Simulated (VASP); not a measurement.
C, 2 atoms in the cell. It takes space group I4_1/amd (No. 141, tetragonal). The conventional cell has a = 2.320 Å, b = 2.320 Å, c = 3.424 Å, α = 90.00°, β = 90.00°, γ = 90.00°. C (site symmetry -4m2) has 4 C at 1.44 Å within 1.9 Å.  This cell differs from its parent crystal: strain -0.080 along x and y, -0.040 along z.

| Item | Value |
| --- | --- |
| Program | VASP 6.6.1 |
| Task | single point |
| Functional | r2SCAN |
| Potentials or basis | VASP PAW PBE potentials, release 64 (C) |
| Cutoff | 520 eV |
| k mesh | 12 × 12 × 12 |
| Occupations | gaussian, width 0.05 eV |
| Spin | no spin polarisation |
| Dipole correction | no |
| Further INCAR settings | ALGO = Normal; EDIFF = 1e-06; NBANDS = 11 |

Potentials or basis: VASP PAW PBE potentials, release 64 (C).

Launch:

```console
$ cat potpaw_PBE.64/C/POTCAR > POTCAR
$ cp INCAR.step1 INCAR
$ mpirun -np 1 vasp_std > vasp.out
$ cp INCAR.step2 INCAR
$ mpirun -np 1 vasp_std > vasp.out
```

Hardware: 1 thread of Intel(R) Xeon(R) Platinum 8488C (Sapphire Rapids), with other jobs on the host.

**Question.** Estimate the wall time of this run.

**Answer.** Run time: 33 s on 1 thread of Intel(R) Xeon(R) Platinum 8488C (Sapphire Rapids), on a shared host, peak memory 0.12 GiB. Counts: k points 163.
